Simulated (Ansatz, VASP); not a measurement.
# RbBr in VASP and in Ansatz

The input INCAR:

```
  PREC = Accurate
  ENCUT = 520
  EDIFF = 1E-7
  ISMEAR = 0
  SIGMA = 0.05
  LREAL = F
  LASPH = T
  NELM = 60
  ALGO = Normal
  ISIF = 2
  LWAVE = F
  LCHARG = T
  GGA = CA
  LELF = T
  LVHAR = T
  NBANDS = 15
```

File KPOINTS:

```
Automatic mesh
0
Gamma
  6 6 6
```

Contents of POSCAR:

```
RbBr
1.0
    0.0000000000      3.4275000000      3.4275000000
    3.6845625000      0.0000000000      3.4275000000
    3.6845625000      3.4275000000      0.0000000000
Rb Br
1 1
Direct
    0.0000000000      0.0000000000      0.0000000000
    0.5000000000      0.5000000000      0.5000000000
```

Input for Ansatz:

```yaml
crystal:
  lattice:
    - [0.0, 3.4275, 3.4275]
    - [3.6845625, 0.0, 3.4275]
    - [3.6845625, 3.4275, 0.0]
  atoms:
    - { symbol: Rb, position: [0.0, 0.0, 0.0] }
    - { symbol: Br, position: [0.5, 0.5, 0.5] }
basis:
  ecutwfc: 420
kpoints:
  mp_grid: { grid: [6, 6, 6] }
hamiltonian:
  xc: lda
scf:
  occupations: { method: gaussian, width: 0.05 }
output:
  forces: true
  stress: true
  eigenvalues: true
```

Change from the starting cell: strain +0.0750 x Voigt [1, 0, 0, 0, 0, 0], atoms carried along.

Alike in both runs: task single point; functional LDA; k mesh 6 × 6 × 6; occupations gaussian, width 0.05 eV; no spin polarisation.

```csv
,VASP,Ansatz
version,VASP 6.6.1,Ansatz 0.2.0
potentials or method,"VASP PAW LDA potentials, release 64 (Rb_sv, Br), cutoff 520 eV","scalar-relativistic, plane waves, PAW"
valence electrons in the cell,16,16
```

|  | VASP | Ansatz | Ansatz less VASP |
| --- | --- | --- | --- |
| gap on the k mesh at the Fermi level (eV) | 3.77 | 3.76 | -0.010 |
| least direct gap on the mesh (eV) | 3.77 | 3.76 | -0.010 |
| pressure (GPa) | -1.7 | -1.7 | -0.03 |
| traceless stress, the component that is largest in VASP (GPa) | -0.64 | -0.62 | +0.018 |

LDA's correlation is that of Perdew and Zunger in VASP and of Perdew and Wang (1992) in Ansatz.
